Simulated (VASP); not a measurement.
# Cu (P6/mmm) in VASP: notebook, part 2 of 2

VASP 6.6.1. The steps go on from the part before.

**3. Relaxation of cell and atoms, PBE**

Input file INCAR:

```
PREC     = Accurate       # precision mode
ENCUT    = 600            # plane-wave cutoff, eV
EDIFF    = 1E-6           # SCF threshold, eV
ISMEAR   = 0              # smearing method
SIGMA    = 0.1            # smearing width, eV
LREAL    = False          # projectors in reciprocal space
LASPH    = True           # aspherical terms in the spheres
NELM     = 100            # most SCF steps
ALGO     = Normal         # electronic algorithm
ISIF     = 3              # what is computed and relaxed
LWAVE    = False          # write WAVECAR
LCHARG   = False          # write CHGCAR
GGA      = PE             # functional
IBRION   = 2              # ionic algorithm
NSW      = 100            # ionic steps
EDIFFG   = -0.01          # ionic threshold
```

Input file KPOINTS:

```
regular mesh
0
Gamma
  21 21 18
```

Input file POSCAR:

```
Cu
1.0
    2.4850483460      0.0000000000      0.0000000000
   -1.2425241730      2.1521149973      0.0000000000
    0.0000000000      0.0000000000      2.4320177243
Cu
1
Direct
    0.0000000000      0.0000000000      0.0000000000
```

Potentials or basis: VASP PAW PBE potentials, release 64 (Cu).

The run is started by

```sh
$ cat potpaw_PBE.64/Cu/POTCAR > POTCAR
$ mpirun -np 1 vasp_std > vasp.out
```

OUTCAR:

```text
PREC = Accurate
   ENCUT = 600
   EDIFF = 1E-6
   ISMEAR = 0
   LREAL = False
   LASPH = True
   NELM = 100
   ISIF = 3
   GGA = PE
   IBRION = 2
   NSW = 100
   EDIFFG = -0.01

 ion  position               nearest neighbor table
   1  0.000  0.000  0.000-

  LATTYP: Found a hexagonal cell.
 ALAT       =     2.4850483460
 C/A-ratio  =     0.9786601247

  Lattice vectors:

 A1 = (   2.4850483460,   0.0000000000,   0.0000000000)
 A2 = (  -1.2425241730,   2.1521149973,   0.0000000000)
 A3 = (   0.0000000000,   0.0000000000,   2.4320177243)

Analysis of symmetry for initial positions (statically):
=====================================================================
 Subroutine PRICEL returns:
 Original cell was already a primitive cell.

 Routine SETGRP: Setting up the symmetry group for a
 hexagonal supercell.

 Subroutine GETGRP returns: Found 24 space group operations
 (whereof 24 operations were pure point group operations)
 out of a pool of 24 trial point group operations.

The static configuration has the point symmetry D_6h.

Analysis of symmetry for dynamics (positions and initial velocities):
=====================================================================
 Subroutine PRICEL returns:
 Original cell was already a primitive cell.

 Routine SETGRP: Setting up the symmetry group for a
 hexagonal supercell.

 Subroutine GETGRP returns: Found 24 space group operations
 (whereof 24 operations were pure point group operations)
 out of a pool of 24 trial point group operations.

The dynamic configuration has the point symmetry D_6h.

 Subroutine INISYM returns: Found 24 space group operations
 (whereof 24 operations are pure point group operations),
 and found     1 'primitive' translations

----------------------------------------------------------------------------------------

                                     Primitive cell

  volume of cell :      13.0067

  direct lattice vectors                    reciprocal lattice vectors
     2.485048346  0.000000000  0.000000000     0.402406658  0.232329592  0.000000000
    -1.242524173  2.152114997  0.000000000     0.000000000  0.464659185  0.000000000
     0.000000000  0.000000000  2.432017724     0.000000000  0.000000000  0.411181214

  length of vectors
     2.485048346  2.485048346  2.432017724     0.464659185  0.464659185  0.411181214

  position of ions in fractional coordinates (direct lattice)
     0.000000000  0.000000000  0.000000000

  ion indices of the primitive-cell ions
   primitive index   ion index
                 1           1

----------------------------------------------------------------------------------------

 KPOINTS: regular mesh

Automatic generation of k-mesh.
 Grid dimensions read from file:
 generate k-points for:   21   21   18

 Generating k-lattice:

  Cartesian coordinates                     Fractional coordinates (reciprocal lattice)
[... 44 lines left out ...]
   total plane-waves  NPLWV =   8000
   dimension x,y,z NGX =    20 NGY =   20 NGZ =   20
   dimension x,y,z NGXF=    40 NGYF=   40 NGZF=   40
   ions per type =               1
   NGX,Y,Z   is equivalent  to a cutoff of  13.38, 13.38, 13.67 a.u.
   NGXF,Y,Z  is equivalent  to a cutoff of  26.76, 26.76, 27.34 a.u.
 SYSTEM =  unknown system
   PREC   = accura    normal or accurate (medium, high low for compatibility)
   ISTART =      0    job   : 0-new  1-cont  2-samecut
   ICHARG =      2    charge: 1-file 2-atom 10-const
   ISPIN  =      1    spin polarized calculation?
   LNONCOLLINEAR =      F non collinear calculations
   LSORBIT =      F    spin-orbit coupling
   LASPH  =      T    aspherical Exc in radial PAW
   ENCUT  =  600.0 eV  44.10 Ry    6.64 a.u.   4.96  4.96  4.86*2*pi/ulx,y,z
   NELM   =    100;   NELMIN=  2; NELMDL= -5     # of ELM steps
   EDIFF  = 0.1E-05   stopping-criterion for ELM
   LREAL  =      F    real-space projection
   EDIFFG = -.1E-01   stopping-criterion for IOM
   NSW    =    100    number of steps for IOM
   IBRION =      2    ionic relax: 0-MD 1-quasi-New 2-CG
   NFREE  =      1    steps in history (QN), initial steepest desc. (CG)
   ISIF   =      3    stress and relaxation
   ISYM   =      2    0-nonsym 1-usesym 2-fastsym
   POTIM  = 0.5000    time-step for ionic-motion
   TEBEG  =    0.0;   TEEND  =   0.0 temperature during run
   PSTRESS=    0.0 pullay stress
   NELECT =      11.0000    total number of electrons
   NUPDOWN=      -1.0000    fix difference up-down
   EMIN   =  10.00;   EMAX   =-10.00  energy-range for DOS
   EFERMI =   0.00;   METHOD = LEGACY
   ISMEAR =     0;   SIGMA  =   0.10  broadening in eV -4-tet -1-fermi 0-gaus
   EFERMI_NEDOS =   21; number of points for ismear=-14 and -15
   IALGO  =     38    algorithm
   IMIX   =      4    mixing-type and parameters
     AMIX     =   0.40;   BMIX     =  1.00
     AMIX_MAG =   1.60;   BMIX_MAG =  1.00
  volume/ion in A,a.u.               =      13.01        87.77
  Fermi-wavevector in a.u.,A,eV,Ry     =   1.548163  2.925604 32.610566  2.396809
  Thomas-Fermi vector in A             =   2.653153
   LORBIT       =      0    0 simple, 1 ext, 2 COOP (PROOUT), +10 PAW based schemes
   GGA     = PE    functional components
   LHFCALC =     F    Hartree Fock is set to
   AEXX    =    0.0000 exact exchange contribution
   IVDW    =     0    specifies the selected vdW correction
   LEPSILON=     F    determine dielectric tensor
   LRPA    =     F    only Hartree local field effects (RPA)
 conjugate gradient relaxation of ions
 non-spin polarized calculation
 Gauss-broadening in eV      SIGMA  =   0.10
  energy-cutoff  :      600.00
  volume of cell :       13.01
 maximum number of plane-waves:       447
 NGX is ok and might be reduce to    20
   NGX =  9   NGY =  9   NGZ =  9

--------------------------------------- Ionic step        1  -------------------------------------------

 number of electron      11.0000002 magnetization

 Free energy of the ion-electron system (eV)
  ---------------------------------------------------
  ext. energy  EPLUGINS =         0.00000000
  ---------------------------------------------------
  free energy    TOTEN  =        -3.46749084 eV

  energy without entropy =       -3.46628645  energy(sigma->0) =       -3.46688864

------------------------ aborting loop because EDIFF is reached ----------------------------------------

  FORCE on cell =-STRESS in cart. coord.  units (eV):
  Direction    XX          YY          ZZ          XY          YZ          ZX
  --------------------------------------------------------------------------------------
  -------------------------------------------------------------------------------------
  Total        0.0946912      0.0946912     -0.0300718      0.0000000      0.0000000      0.0000000
  in kB       11.6641454     11.6641454     -3.7042669      0.0000000      0.0000000      0.0000000
  external PRESSURE =       6.5413413 kB  Pullay stress =       0.0000000 kB
[... 162 lines left out ...]
--------------------------------------- Ionic step        6  -------------------------------------------

 number of electron      11.0000004 magnetization

 Free energy of the ion-electron system (eV)
  ---------------------------------------------------
  ext. energy  EPLUGINS =         0.00000000
  ---------------------------------------------------
  free energy    TOTEN  =        -3.46780938 eV

  energy without entropy =       -3.46665302  energy(sigma->0) =       -3.46723120

 E-fermi :   6.3216     XC(G=0): -12.0992

 val. band max:        6.3135043744   @ k =   0.2381   0.2381   0.1111
 cond. band min:       6.3743334306   @ k =   0.1905   0.1429   0.3889
 fundamental gap:      0.0608290562
 Fermi energy:         6.3215552607

 k-point     1 :       0.0000    0.0000    0.0000
  band No.  band energies     occupation
      1      -2.1921      2.00000
      2       2.3685      2.00000
      3       3.5762      2.00000
      4       3.5762      2.00000
      5       4.8883      2.00000
      6       4.8883      2.00000
      7      22.8690      0.00000
      8      27.3018      0.00000
      9      28.7926      0.00000
[... 265 lines left out ...]
 k-point    24 :       0.1905    0.0952    0.0000
  band No.  band energies     occupation
      1      -0.1526      2.00000
      2       2.6841      2.00000
      3       3.1423      2.00000
      4       4.3474      2.00000
      5       4.4609      2.00000
      6       4.7853      2.00000
      7      18.7960      0.00000
      8      21.5644      0.00000
      9      25.5862      0.00000

 [... further k-points ...]

------------------------ aborting loop because EDIFF is reached ----------------------------------------

  FORCE on cell =-STRESS in cart. coord.  units (eV):
  Direction    XX          YY          ZZ          XY          YZ          ZX
  --------------------------------------------------------------------------------------
  -------------------------------------------------------------------------------------
  Total       -0.0012683     -0.0012683      0.0037839      0.0000000      0.0000000      0.0000000
  in kB       -0.1555118     -0.1555118      0.4639716      0.0000000      0.0000000      0.0000000
  external PRESSURE =       0.0509827 kB  Pullay stress =       0.0000000 kB
[... 16 lines left out ...]
  FREE ENERGIE OF THE ION-ELECTRON SYSTEM (eV)
  ---------------------------------------------------
  free  energy   TOTEN  =        -3.4678093776 eV

  energy  without entropy=       -3.4666530191  energy(sigma->0) =       -3.46723120

 reached required accuracy - stopping structural energy minimisation
```

It took 3.8 min on 1 thread of Intel Xeon 8259CL, shared host; peak memory 0.2 GiB.

What came out:

```
Free energy                           : -3.4678 eV
Relaxed volume                        : 13.07 Å³/atom
Relaxed cell                          : a = 2.493 Å, b = 2.493 Å, c = 2.427 Å, α = 90.00°, β = 90.00°, γ = 120.00°
Space group after relaxing (to 0.1 Å) : P6/mmm (No. 191)
Energy gained by relaxing             : 0.3 meV/atom
Ionic steps                           : 6
Pressure after relaxing               : 0.0 GPa
Band gap on the k mesh                : zero (an odd number of electrons rules out a gap without spin polarisation)
```

The path:
| step | energy change (eV) | largest force (eV/Å) | pressure (GPa) | volume (Å³) |
| --- | --- | --- | --- | --- |
| 1 | 0.0000 | 0.0000 | 0.65 | 13.01 |
| 2 | -0.0003 | 0.0000 | -0.34 | 13.11 |
| 3 | -0.0003 | 0.0000 | -0.04 | 13.08 |
| 4 | -0.0003 | 0.0000 | -0.13 | 13.08 |
| 5 | -0.0003 | 0.0000 | -0.12 | 13.08 |
| 6 | -0.0003 | 0.0000 | 0.01 | 13.07 |

Final structure:
```xyz
1
Lattice="2.4932 0.0000 0.0000 -1.2466 2.1592 0.0000 0.0000 0.0000 2.4272" Properties=species:S:1:pos:R:3 pbc="T T T"
Cu   -1.2466    2.1592    0.0000
```
